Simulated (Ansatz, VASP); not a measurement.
Al in VASP and in Ansatz

```
Al
1.0
     2.92700    0.00000    0.00000
    -1.46350    2.53486    0.00000
     0.00000    0.00000    9.24105
Al
4
Cartesian
  -0.5050 0.0000 0.0000
  0.0000 1.6899 2.3103
  0.5050 0.0000 4.6205
  1.4635 0.8450 6.9308
```

Change from the starting cell: mode 4 frozen in at -0.486 Å, equal normal strain along x and y +0.0400.

Alike in both runs: task single point; functional PBE; dispersion D3(BJ); k mesh 18 × 18 × 4; occupations gaussian, width 0.15 eV; no spin polarisation.

|  | VASP | Ansatz |
| --- | --- | --- |
| version | VASP 6.6.1 | Ansatz 0.2.0 |
| potentials or method | VASP PAW PBE potentials, release 64 (Al), cutoff 520 eV | scalar-relativistic, plane waves, PAW |
| valence electrons in the cell | 12 | 12 |

```tsv
	VASP	Ansatz	Ansatz less VASP
gap on the k mesh at the Fermi level (eV)	none	none	-
pressure (GPa)	-3.6	-3.6	+0.01
traceless stress, the component that is largest in VASP (GPa)	4.02	4.02	+0.004
rms of the force components (eV/Å)	0.193	0.193	+0.0003
```

Atom by atom the forces differ by 0.000 eV/Å (rms over components). A gap of «none» marks a metal or a gap that the smearing closes.
